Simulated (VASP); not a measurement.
Runs of VASP 6.6.1 on Pt. The structure is that of space group P6_3/mmc (No. 194), or close to it. The cells are those of the table. This isn't the form of Pt at room conditions, which is fcc.

```csv
task,cell,k mesh,cutoff (eV),gap on the mesh (eV),pressure (GPa)
single point,"a = 2.732, b = 2.732, c = 4.686 Å, angles 90.0, 90.0, 120.0°, 2 atoms",15 × 15 × 8,520,none,-0.3
single point,"a = 2.732, b = 2.732, c = 4.686 Å, angles 90.0, 90.0, 120.0°, 2 atoms",13 × 13 × 7,520,none,-0.4
relaxation of cell and atoms,"relaxed from a = 2.774, b = 2.774, c = 4.530 Å, angles 90.0, 90.0, 120.0°, 2 atoms",13 × 13 × 7,600,none,0.0
single point,"a = 2.695, b = 2.695, c = 4.622 Å, angles 90.0, 90.0, 120.0°, 2 atoms",15 × 15 × 8,520,none,(b)
single point,"a = 2.657, b = 2.657, c = 4.557 Å, angles 90.0, 90.0, 120.0°, 2 atoms",15 × 15 × 8,520,none,29.0
single point,"a = 2.732, b = 2.732, c = 4.686 Å, angles 90.0, 90.0, 120.0°, 2 atoms",22 × 22 × 11,520,none,-0.3
single point,"a = 2.618, b = 2.618, c = 4.490 Å, angles 90.0, 90.0, 120.0°, 2 atoms",15 × 15 × 8,520,none,50.3
single point,"a = 2.803, b = 2.803, c = 4.808 Å, angles 90.0, 90.0, 120.0°, 2 atoms",15 × 15 × 8,520,none,-17.8
single point,"a = 2.838, b = 2.838, c = 4.866 Å, angles 90.0, 90.0, 120.0°, 2 atoms",15 × 15 × 8,520,none,(a)
single point,"a = 2.768, b = 2.768, c = 4.747 Å, angles 90.0, 90.0, 120.0°, 2 atoms",15 × 15 × 8,520,none,-10.2
```

Alike in all rows: level PBEsol; potentials or basis VASP PAW PBE potentials, release 64 (Pt); no spin polarisation; smearing fermi-dirac 0.1 eV.

Question: Fill in the values left out.

Answer: (a) -23.7; (b) 12.5.

Caveats: the PAW data sets were made with another functional, which shifts forces and pressure a little; spin-orbit coupling is left out, which moves the levels of the heavy elements; the cell stands under pressure (at least some runs); the cell stands under tension (at least some runs).

A k mesh can miss the band edges, and the runs leave out spin-orbit coupling on Pt.

A gap of «none» marks levels without a gap at the run's occupations.
